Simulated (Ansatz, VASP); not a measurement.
# Two plane-wave programs on SnO

```
Sn O
1.0
     2.50000   -2.86000    0.00000
     2.50000    2.86000    0.00000
     0.00000    0.00000   11.12000
Sn O
4 4
Direct
  0.00000 0.00000 0.00000
  0.00000 0.00000 0.50000
  0.55900 0.44100 0.25400
  0.44100 0.55900 0.75400
  0.93000 0.43000 0.38000
  0.07000 0.57000 0.88000
  0.57000 0.07000 0.38000
  0.43000 0.93000 0.88000
```

Alike in both runs: task single point; functional PBE; k mesh 8 × 8 × 4; occupations gaussian, width 0.05 eV; no spin polarisation.

|  | VASP | Ansatz |
| --- | --- | --- |
| version | VASP 6.6.1 | Ansatz 0.2.0 |
| potentials or method | VASP PAW PBE potentials, release 64 (Sn_d, O), cutoff 520 eV | scalar-relativistic, plane waves, PAW |
| valence electrons in the cell | 80 | 80 |

```csv
,VASP,Ansatz,Ansatz less VASP
gap on the k mesh at the Fermi level (eV),none,none,-
pressure (GPa),10.2,10.0,-0.17
"traceless stress, the component that is largest in VASP (GPa)",20.62,20.72,+0.102
rms of the force components (eV/Å),3.735,3.712,-0.0228
```

Atom by atom the forces differ by 0.045 eV/Å (rms over components). A gap of «none» marks a metal or a gap that the smearing closes.
